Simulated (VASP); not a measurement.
Runs of VASP 6.6.1 on Ti. The structure is that of space group I4/mmm (No. 139), or close to it. The cells are those of the table. 

| cell | further INCAR settings | gap on the mesh (eV) | pressure (GPa) |
| --- | --- | --- | --- |
| a = 2.905, b = 2.905, c = 3.015 Å, angles 58.7, 58.7, 62.5°, 1 atom | ALGO = Fast; EDIFF = 1e-07; NBANDS = 12 | none | -11.4 |
| a = 2.698, b = 2.698, c = 2.897 Å, angles 57.5, 57.5, 65.0°, 1 atom | ALGO = Fast; EDIFF = 1e-06; NBANDS = 12 | none | 10.9 |
| a = 2.736, b = 2.736, c = 2.938 Å, angles 57.5, 57.5, 65.0°, 1 atom | ALGO = Fast; EDIFF = 1e-06; NBANDS = 12 | none | (b) |
| a = 2.881, b = 2.881, c = 2.651 Å, angles 62.6, 62.6, 54.8°, 1 atom | ALGO = Fast; EDIFF = 1e-06; NBANDS = 12 | none | (a) |
| a = 2.683, b = 2.683, c = 3.211 Å, angles 53.2, 53.2, 73.5°, 1 atom | ALGO = Fast; EDIFF = 1e-06; NBANDS = 12 | none | 9.8 |
| a = 2.721, b = 2.721, c = 3.257 Å, angles 53.2, 53.2, 73.5°, 1 atom | ALGO = Fast; EDIFF = 1e-06; NBANDS = 12 | none | 3.8 |
| a = 2.721, b = 2.721, c = 2.823 Å, angles 58.7, 58.7, 62.5°, 1 atom | ALGO = Fast; EDIFF = 1e-06; NBANDS = 12 | none | 11.3 |
| a = 2.840, b = 2.840, c = 2.614 Å, angles 62.6, 62.6, 54.8°, 1 atom | ALGO = Fast; EDIFF = 1e-07; NBANDS = 12 | none | 10.8 |
| a = 2.683, b = 2.683, c = 2.973 Å, angles 56.4, 56.4, 67.3°, 1 atom | ALGO = Fast; EDIFF = 1e-06; NBANDS = 12 | none | 10.4 |

Alike in all rows: task single point; level LDA; potentials or basis VASP PAW LDA potentials, release 64 (Ti_sv); no spin polarisation; k mesh 22 × 22 × 22; cutoff (eV) 520; smearing gaussian 0.15 eV.

Fill in the values left out.

(a) 4.6; (b) 4.8.

A gap of «none» marks levels without a gap at the run's occupations.
